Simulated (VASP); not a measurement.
# Sc (I4/mcm) in VASP: notebook

Runs on Sc. Level: PBE. Tasks: single point.

All numbers are computed with VASP 6.6.1; they aren't measurements. Logs are shortened: lines on timing, memory, paths and dates and some standing lists are left out, and cuts for length are marked.

### 1 The cell of the first run

The structure is tetragonal, space group I4/mcm (No. 140). Conventional cell: a = 6.217 Å, b = 6.217 Å, c = 5.448 Å, α = 90.00°, β = 90.00°, γ = 90.00°. Within 3.8 Å of Sc (site symmetry m2m) lie 11 Sc at 2.88 to 3.40 Å.

### 2 Single point, PBE

Contents of INCAR:

```
SYSTEM = Sc
PREC = Accurate
ENCUT = 520
EDIFF = 1E-6
ISMEAR = -1
SIGMA = 0.05
LREAL = .False.
LASPH = .True.
NELM = 60
ALGO = Fast
ISIF = 2
LWAVE = .False.
LCHARG = .False.
GGA = PE
NBANDS = 30
```

Contents of KPOINTS:

```
Automatic mesh
0
Gamma
  7 7 7
  0 0 0
```

Contents of POSCAR:

```
Sc
1.0
   -3.1084633254      3.1084633254      2.7241661387
    3.1084633254     -3.1084633254      2.7241661387
    3.1084633254      3.1084633254     -2.7241661387
Sc
4
Direct
    0.8362695100      0.6637304900      0.5000000000
    0.3362695100      0.8362695100      0.1725390200
    0.6637304900      0.1637304900      0.8274609800
    0.1637304900      0.3362695100      0.5000000000
```

Potentials or basis: VASP PAW PBE potentials, release 64 (Sc_sv).

Started as:

```console
$ cat potpaw_PBE.64/Sc_sv/POTCAR > POTCAR
$ mpirun -np 1 vasp_std > vasp.out
```

OUTCAR:

```text
SYSTEM = Sc
   PREC = Accurate
   ENCUT = 520
   EDIFF = 1E-6
   ISMEAR = -1
   LREAL = .False.
   LASPH = .True.
   NELM = 60
   ISIF = 2
   GGA = PE

 ion  position               nearest neighbor table
   1  0.836  0.664  0.500-   4 2.88   4 3.12   4 3.12   2 3.29   3 3.29   2 3.29   3 3.29   3 3.40
                             2 3.40   3 3.40   2 3.40
   2  0.336  0.836  0.173-   3 2.88   3 3.12   3 3.12   4 3.29   4 3.29   1 3.29   1 3.29   4 3.40
                             1 3.40   1 3.40   4 3.40
   3  0.664  0.164  0.827-   2 2.88   2 3.12   2 3.12   1 3.29   4 3.29   1 3.29   4 3.29   4 3.40
                             1 3.40   1 3.40   4 3.40
   4  0.164  0.336  0.500-   1 2.88   1 3.12   1 3.12   3 3.29   2 3.29   2 3.29   3 3.29   3 3.40
                             3 3.40   2 3.40   2 3.40

  LATTYP: Found a body centered tetragonal cell.
 ALAT       =     6.2169266508
 C/A-ratio  =     0.8763706866

  Lattice vectors:

 A1 = (  -3.1084633254,   3.1084633254,   2.7241661387)
 A2 = (   3.1084633254,  -3.1084633254,   2.7241661387)
 A3 = (   3.1084633254,   3.1084633254,  -2.7241661387)

Analysis of symmetry for initial positions (statically):
=====================================================================
 Subroutine PRICEL returns:
 Original cell was already a primitive cell.

 Routine SETGRP: Setting up the symmetry group for a
 body centered tetragonal supercell.

 Subroutine GETGRP returns: Found 16 space group operations
 (whereof  8 operations were pure point group operations)
 out of a pool of 16 trial point group operations.

The static configuration has the point symmetry C_4h.
 The point group associated with its full space group is D_4h.

Analysis of symmetry for dynamics (positions and initial velocities):
=====================================================================
 Subroutine PRICEL returns:
 Original cell was already a primitive cell.

 Routine SETGRP: Setting up the symmetry group for a
 body centered tetragonal supercell.

 Subroutine GETGRP returns: Found 16 space group operations
 (whereof  8 operations were pure point group operations)
 out of a pool of 16 trial point group operations.

The dynamic configuration has the point symmetry C_4h.
 The point group associated with its full space group is D_4h.

 Subroutine INISYM returns: Found 16 space group operations
 (whereof  8 operations are pure point group operations),
 and found     1 'primitive' translations

----------------------------------------------------------------------------------------

                                     Primitive cell

  volume of cell :     105.2895

  direct lattice vectors                    reciprocal lattice vectors
    -3.108463325  3.108463325  2.724166139     0.000000000  0.160851182  0.183542403
     3.108463325 -3.108463325  2.724166139     0.160851182  0.000000000  0.183542403
     3.108463325  3.108463325 -2.724166139     0.160851182  0.160851182  0.000000000

  length of vectors
     5.171669908  5.171669908  5.171669908     0.244051053  0.244051053  0.227477923

  position of ions in fractional coordinates (direct lattice)
     0.836269510  0.663730490  0.500000000
     0.336269510  0.836269510  0.172539020
     0.663730490  0.163730490  0.827460980
     0.163730490  0.336269510  0.500000000

  ion indices of the primitive-cell ions
   primitive index   ion index
                 1           1
                 2           2
                 3           3
                 4           4

----------------------------------------------------------------------------------------

 KPOINTS: Automatic mesh

Automatic generation of k-mesh.
 Grid dimensions read from file:
 generate k-points for:    7    7    7

 Generating k-lattice:

  Cartesian coordinates                     Fractional coordinates (reciprocal lattice)
     0.000000000  0.022978740  0.026220343     0.142857143 -0.000000000  0.000000000
     0.022978740  0.000000000  0.026220343    -0.000000000  0.142857143  0.000000000
     0.022978740  0.022978740  0.000000000     0.000000000  0.000000000  0.142857143

  Length of vectors
     0.034864436  0.034864436  0.032496846

  Shift w.r.t. Gamma in fractional coordinates (k-lattice)
     0.000000000  0.000000000  0.000000000

 Subroutine IBZKPT returns following result:
 ===========================================

 Found     40 irreducible k-points:

 Following reciprocal coordinates:
            Coordinates               Weight
  0.000000  0.000000  0.000000      1.000000
  0.142857  0.000000 -0.000000      8.000000
  0.285714  0.000000 -0.000000      8.000000
  0.428571  0.000000 -0.000000      8.000000
  0.142857  0.142857 -0.000000      8.000000
  0.285714  0.142857 -0.000000     16.000000
[... 16 lines left out ...]
 -0.142857  0.285714  0.142857      8.000000
 -0.428571  0.428571  0.142857      8.000000
 [... further k-points ...]
   k-points           NKPTS =     40   k-points in BZ     NKDIM =     40   number of bands    NBANDS=     30
   number of dos      NEDOS =    301   number of ions     NIONS =      4
   total plane-waves  NPLWV =  64000
   dimension x,y,z NGX =    40 NGY =   40 NGZ =   40
   dimension x,y,z NGXF=    80 NGYF=   80 NGZF=   80
   ions per type =               4
   NGX,Y,Z   is equivalent  to a cutoff of  12.86, 12.86, 12.86 a.u.
   NGXF,Y,Z  is equivalent  to a cutoff of  25.72, 25.72, 25.72 a.u.
 SYSTEM =  Sc
   PREC   = accura    normal or accurate (medium, high low for compatibility)
   ISTART =      0    job   : 0-new  1-cont  2-samecut
   ICHARG =      2    charge: 1-file 2-atom 10-const
   ISPIN  =      1    spin polarized calculation?
   LNONCOLLINEAR =      F non collinear calculations
   LSORBIT =      F    spin-orbit coupling
   LASPH  =      T    aspherical Exc in radial PAW
   ENCUT  =  520.0 eV  38.22 Ry    6.18 a.u.   9.62  9.62  9.62*2*pi/ulx,y,z
   NELM   =     60;   NELMIN=  2; NELMDL= -5     # of ELM steps
   EDIFF  = 0.1E-05   stopping-criterion for ELM
   LREAL  =      F    real-space projection
   EDIFFG = 0.1E-04   stopping-criterion for IOM
   NSW    =      0    number of steps for IOM
   IBRION =     -1    ionic relax: 0-MD 1-quasi-New 2-CG
   NFREE  =      0    steps in history (QN), initial steepest desc. (CG)
   ISIF   =      2    stress and relaxation
   ISYM   =      2    0-nonsym 1-usesym 2-fastsym
   POTIM  = 0.5000    time-step for ionic-motion
   TEBEG  =    0.0;   TEEND  =   0.0 temperature during run
   PSTRESS=    0.0 pullay stress
   NELECT =      44.0000    total number of electrons
   NUPDOWN=      -1.0000    fix difference up-down
   EMIN   =  10.00;   EMAX   =-10.00  energy-range for DOS
   EFERMI =   0.00;   METHOD = LEGACY
   ISMEAR =    -1;   SIGMA  =   0.05  broadening in eV -4-tet -1-fermi 0-gaus
   EFERMI_NEDOS =   21; number of points for ismear=-14 and -15
   IALGO  =     68    algorithm
   IMIX   =      4    mixing-type and parameters
     AMIX     =   0.40;   BMIX     =  1.00
     AMIX_MAG =   1.60;   BMIX_MAG =  1.00
  volume/ion in A,a.u.               =      26.32       177.63
  Fermi-wavevector in a.u.,A,eV,Ry     =   1.223951  2.312932 20.382290  1.498056
  Thomas-Fermi vector in A             =   2.359043
   LORBIT       =      0    0 simple, 1 ext, 2 COOP (PROOUT), +10 PAW based schemes
   GGA     = PE    functional components
   LHFCALC =     F    Hartree Fock is set to
   AEXX    =    0.0000 exact exchange contribution
   IVDW    =     0    specifies the selected vdW correction
   LEPSILON=     F    determine dielectric tensor
   LRPA    =     F    only Hartree local field effects (RPA)
 non-spin polarized calculation
 RMM-DIIS sequential band-by-band and
  energy-cutoff  :      520.00
  volume of cell :      105.29
 maximum number of plane-waves:      2865
   NGX = 19   NGY = 19   NGZ = 19

 number of electron      44.0000003 magnetization

 Free energy of the ion-electron system (eV)
  ---------------------------------------------------
  ext. energy  EPLUGINS =         0.00000000
  ---------------------------------------------------
  free energy    TOTEN  =       -24.18849927 eV

  energy without entropy =      -24.13725243  energy(sigma->0) =      -24.16287585

 E-fermi :   3.2182     XC(G=0):  -9.5457

 val. band max:        3.2119631995   @ k =  -0.1429   0.1429   0.1429
 cond. band min:       3.2309089101   @ k =   0.4286   0.2857   0.1429
 fundamental gap:      0.0189457106
 Fermi energy:         3.2181725222

 k-point     1 :       0.0000    0.0000    0.0000
  band No.  band energies     occupation
      1     -46.2199      2.00000
      2     -46.1601      2.00000
      3     -46.1143      2.00000
      4     -46.1143      2.00000
      5     -24.9730      2.00000
      6     -24.9267      2.00000
[... 22 lines left out ...]
     29       5.1985      0.00000
     30       5.2874      0.00000

 k-point     2 :       0.1429    0.0000   -0.0000
  band No.  band energies     occupation
      1     -46.2149      2.00000
      2     -46.1601      2.00000
      3     -46.1174      2.00000
      4     -46.1164      2.00000
      5     -24.9866      2.00000
      6     -24.9418      2.00000
[... 22 lines left out ...]
     29       5.2296      0.00000
     30       5.2683      0.00000

 k-point     3 :       0.2857    0.0000   -0.0000
  band No.  band energies     occupation
      1     -46.2014      2.00000
      2     -46.1610      2.00000
      3     -46.1248      2.00000
      4     -46.1218      2.00000
      5     -25.0052      2.00000
      6     -24.9743      2.00000
[... 22 lines left out ...]
     29       5.0756      0.00000
     30       5.1746      0.00000

 k-point     4 :       0.4286    0.0000   -0.0000
  band No.  band energies     occupation
      1     -46.1834      2.00000
      2     -46.1678      2.00000
      3     -46.1300      2.00000
      4     -46.1277      2.00000
      5     -25.0102      2.00000
      6     -24.9993      2.00000
[... 616 lines left out ...]
     29       5.2785      0.00000
     30       5.2963      0.00000

 k-point    23 :      -0.1429    0.2857    0.1429
  band No.  band energies     occupation
      1     -46.1991      2.00000
      2     -46.1627      2.00000
      3     -46.1270      2.00000
      4     -46.1201      2.00000
      5     -24.9856      2.00000
      6     -24.9815      2.00000
[... 22 lines left out ...]
     29       5.0979      0.00000
     30       5.2224      0.00000

 k-point    24 :      -0.4286    0.4286    0.1429
  band No.  band energies     occupation
      1     -46.1906      2.00000
      2     -46.1575      2.00000
      3     -46.1435      2.00000
      4     -46.1174      2.00000
      5     -25.0121      2.00000
      6     -24.9567      2.00000
[... 22 lines left out ...]
     29       5.1354      0.00000
     30       5.2935      0.00000

 [... further k-points ...]

------------------------ aborting loop because EDIFF is reached ----------------------------------------

  FORCE on cell =-STRESS in cart. coord.  units (eV):
  Direction    XX          YY          ZZ          XY          YZ          ZX
  --------------------------------------------------------------------------------------
  -------------------------------------------------------------------------------------
  Total       -0.4420062     -0.4420062     -0.5389322      0.0000000     -0.0000000      0.0000000
  in kB       -6.7259537     -6.7259537     -8.2008644      0.0000000     -0.0000000      0.0000000
  external PRESSURE =      -7.2175906 kB  Pullay stress =       0.0000000 kB

 VOLUME and BASIS-vectors are now :
 -----------------------------------------------------------------------------
  energy-cutoff  :      520.00
  volume of cell :      105.29
      direct lattice vectors                 reciprocal lattice vectors
    -3.108463325  3.108463325  2.724166139     0.000000000  0.160851182  0.183542403
     3.108463325 -3.108463325  2.724166139     0.160851182  0.000000000  0.183542403
     3.108463325  3.108463325 -2.724166139     0.160851182  0.160851182  0.000000000

 POSITION                                       TOTAL-FORCE (eV/Angst)
 -----------------------------------------------------------------------------------
      1.01790      2.09056      2.72417         0.019150     -0.019150      0.000000
      2.09056     -1.01790      2.72417        -0.019150     -0.019150     -0.000000
      1.01790      4.12636      0.00000         0.019150      0.019150      0.000000
      2.09056      1.01790      0.00000        -0.019150      0.019150      0.000000
 -----------------------------------------------------------------------------------
    total drift:                               -0.000000      0.000000      0.000000

  FREE ENERGIE OF THE ION-ELECTRON SYSTEM (eV)
  ---------------------------------------------------
  free  energy   TOTEN  =       -24.1884992717 eV

  energy  without entropy=      -24.1372524312  energy(sigma->0) =      -24.16287585
```

It took 6.1 min on 1 thread of Intel Xeon 8259CL, shared host; peak memory 0.29 GiB.

What came out:

| Quantity | Value |
| --- | --- |
| Free energy | -24.1885 eV |
| Pressure | -0.7 GPa |
| Largest force | 0.027 eV/Å |
| Band gap on the k mesh | zero (bands 22 and 23 overlap by 0.58 eV) |

Forces on the atoms (eV/Å):
```
Sc   0.019 -0.019  0.000
Sc  -0.019 -0.019  0.000
Sc   0.019  0.019  0.000
Sc  -0.019  0.019  0.000
```

### 3 Single point, PBE

This run uses another cell than the first one, of 26.84 Å³/atom.

Contents of INCAR:

```
SYSTEM = Sc
  PREC = Accurate
  ENCUT = 520
  EDIFF = 1E-6
  ISMEAR = -1
  SIGMA = 0.05
  LREAL = .False.
  LASPH = .True.
  NELM = 100
  ALGO = Fast
  ISIF = 2
  LWAVE = .False.
  LCHARG = .False.
  GGA = PE
  NBANDS = 30
```

KPOINTS is that of step 2.

Contents of POSCAR:

```
Sc
1.0
   -3.1286487178      3.1286487178      2.7418560249
    3.1286487178     -3.1286487178      2.7418560249
    3.1286487178      3.1286487178     -2.7418560249
Sc
4
Direct
    0.8362695100      0.6637304900      0.5000000000
    0.3362695100      0.8362695100      0.1725390200
    0.6637304900      0.1637304900      0.8274609800
    0.1637304900      0.3362695100      0.5000000000
```

Potentials or basis: VASP PAW PBE potentials, release 64 (Sc_sv).

Started as:

```console
$ cat potpaw_PBE.64/Sc_sv/POTCAR > POTCAR
$ mpirun -np 1 vasp_std > vasp.out
```

Run time: 5.8 min. Hardware: 1 thread of Intel Xeon 8259CL, shared host; peak memory 0.29 GiB.

Results (log left out):

- Free energy: -24.1745 eV
- Pressure: -1.6 GPa
- Largest force: 0.005 eV/Å
- Band gap on the k mesh: zero (bands 22 and 23 overlap by 0.55 eV)

Forces on the atoms (eV/Å):
```
Sc   0.003 -0.003  0.000
Sc  -0.003 -0.003  0.000
Sc   0.003  0.003  0.000
Sc  -0.003  0.003  0.000
```

Stress tensor (GPa, compression positive):
```
-1.49  0.00  0.00
 0.00 -1.49  0.00
 0.00  0.00 -1.68
```

Levels at points of the mesh, in eV from the Fermi level:
```tsv
k point	band 20	band 21	band 22	band 23	band 24	band 25
(0.00, 0.00, 0.00)	-0.35	-0.30	-0.30	0.24	0.92	0.92
```

### 4 Single point, PBE

This run uses another cell than the first one, of 27.35 Å³/atom.

Contents of INCAR:

```
  PREC = Accurate
  ENCUT = 520
  EDIFF = 1E-6
  ISMEAR = -1
  SIGMA = 0.05
  LREAL = F
  LASPH = T
  NELM = 60
  ALGO = Fast
  ISIF = 2
  LWAVE = F
  LCHARG = F
  GGA = PE
  NBANDS = 30
```

Contents of KPOINTS:

```
Automatic mesh
0
Gamma
  7 7 7
```

Contents of POSCAR:

```
Sc
1.0
   -3.1485769539      3.1485769539      2.7593205469
    3.1485769539     -3.1485769539      2.7593205469
    3.1485769539      3.1485769539     -2.7593205469
Sc
4
Direct
    0.8362695100      0.6637304900      0.5000000000
    0.3362695100      0.8362695100      0.1725390200
    0.6637304900      0.1637304900      0.8274609800
    0.1637304900      0.3362695100      0.5000000000
```

Started as:

```console
$ cat potpaw_PBE.64/Sc_sv/POTCAR > POTCAR
$ mpirun -np 1 vasp_std > vasp.out
```

Wall time 6.2 min (1 thread of Intel Xeon 8259CL, shared host); peak memory 0.29 GiB.

It converged, with:

```
Free energy            : -24.1501 eV
Pressure               : -2.3 GPa
Largest force          : 0.016 eV/Å
Band gap on the k mesh : zero (bands 22 and 23 overlap by 0.52 eV)
```

Forces on the atoms (eV/Å):
```
Sc  -0.011  0.011  0.000
Sc   0.011  0.011  0.000
Sc  -0.011 -0.011  0.000
Sc   0.011 -0.011  0.000
```

Stress tensor (GPa, compression positive):
```
-2.24  0.00  0.00
 0.00 -2.24  0.00
 0.00  0.00 -2.48
```

Levels at points of the mesh, in eV from the Fermi level:
```csv
k point,band 19,band 20,band 21,band 22,band 23,band 24,band 25,band 26
"(0.00, 0.00, 0.00)",-0.56,-0.34,-0.29,-0.29,0.22,0.90,0.90,1.30
```

### 5 Overview

| cell | gap on the mesh (eV) | pressure (GPa) | largest force (eV/Å) |
| --- | --- | --- | --- |
| a = 5.172 Å, angles 106.1, 106.1, 116.4°, 4 atoms | none | -0.7 | 0.03 |
| a = 5.205 Å, angles 106.1, 106.1, 116.4°, 4 atoms | none | -1.6 | - |
| a = 5.238 Å, angles 106.1, 106.1, 116.4°, 4 atoms | none | -2.3 | 0.02 |

Alike in all rows: task single point; level PBE; potentials or basis VASP PAW PBE potentials, release 64 (Sc_sv); no spin polarisation; k mesh 7 × 7 × 7; cutoff (eV) 520; smearing fermi-dirac 0.05 eV.

Absolute energies hang on the potentials; compare differences alone.

The gap in the log of VASP goes by the Fermi energy; the results here count the filled bands.